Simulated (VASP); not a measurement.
# SrTiO3: single point with PBE

The system is SrTiO3.

```xyz
5
Lattice="3.9069 0.0000 0.0000 0.0000 3.9069 0.0000 0.0000 0.0000 3.7896" Properties=species:S:1:pos:R:3 pbc="T T T"
Sr    0.0000    0.0000    0.0000
Ti    1.9534    1.9534    1.8948
O     1.9534    1.9534    0.0000
O     1.9534    0.0000    1.8948
O     0.0000    1.9534    1.8948
```

This cell differs from its parent crystal: uniaxial z strain -3.0%.

```json
{
  "Program": "VASP 6.6.1",
  "Task": "single point",
  "Functional": "PBE",
  "Potentials or basis": "VASP PAW PBE potentials, release 64 (Sr_sv, Ti_sv, O)",
  "Cutoff": "520 eV",
  "k mesh": "6 × 6 × 6",
  "Occupations": "fermi-dirac, width 0.02 eV",
  "Spin": "no spin polarisation",
  "Dipole correction": "no",
  "Further INCAR settings": "ALGO = Normal; EDIFF = 1e-06; NBANDS = 28"
}
```

The pressure is 11.2 GPa. The band gap on the k mesh is 1.85 eV (least direct gap 2.18 eV).

Stress tensor (GPa, compression positive):
```
 8.24  0.00  0.00
 0.00  8.24  0.00
 0.00  0.00 17.06
```

Levels at points of the mesh, in eV from the valence-band top:
| k point | band 18 | band 19 | band 20 | band 21 | band 22 | band 23 |
| --- | --- | --- | --- | --- | --- | --- |
| (0.00, 0.00, 0.00) | -0.37 | -0.37 | -0.33 | 1.85 | 1.91 | 1.91 |
| (0.50, 0.00, 0.00) | -2.09 | -0.73 | -0.73 | 2.08 | 3.81 | 3.82 |
| (0.50, 0.50, 0.00) | -1.74 | -1.67 | -0.19 | 3.83 | 3.83 | 4.27 |
| (0.00, 0.00, 0.50) | -2.11 | -0.78 | -0.78 | 2.07 | 4.12 | 4.12 |
| (0.50, 0.00, 0.50) | -1.56 | -1.56 | -0.10 | 3.83 | 4.13 | 4.47 |
| (0.50, 0.50, 0.50) | -0.07 | 0.00 | 0.00 | 4.52 | 4.70 | 4.70 |

Run time: 96 s on 1 thread of Intel Xeon 8259CL, with other jobs on the host, peak memory 0.21 GiB.

Caveat: the cell differs from its parent crystal (uniaxial z strain -3.0%); the cell stands under pressure. A k mesh can miss the band edges.
